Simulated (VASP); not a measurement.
Here is a VASP 6.6.1 calculation.

Contents of INCAR:

```
SYSTEM = BiTe
  PREC = Accurate
  ENCUT = 520
  EDIFF = 1E-6
  ISMEAR = 1
  SIGMA = 0.05
  LREAL = .False.
  LASPH = .True.
  NELM = 80
  ALGO = Normal
  ISIF = 2
  LWAVE = .False.
  LCHARG = .False.
  NBANDS = 18
```

File KPOINTS:

```
regular mesh
0
Gamma
  6 6 6
  0 0 0
```

Contents of POSCAR:

```
BiTe
1.0
    0.0000000000      3.2350000000      3.2350000000
    3.2350000000      0.0000000000      3.2350000000
    3.2350000000      3.2350000000      0.0000000000
Bi Te
1 1
Direct
    0.0000000000      0.0000000000      0.0000000000
    0.5000000000      0.5000000000      0.5000000000
```

Potentials or basis: VASP PAW LDA potentials, release 64 (Bi_d, Te).

Command:

```bash
$ cat potpaw_LDA.64/Bi_d/POTCAR potpaw_LDA.64/Te/POTCAR > POTCAR
$ mpirun -np 1 vasp_std > vasp.out
```

(1) Predict the pressure.

Answers

(1) -2.5 GPa.
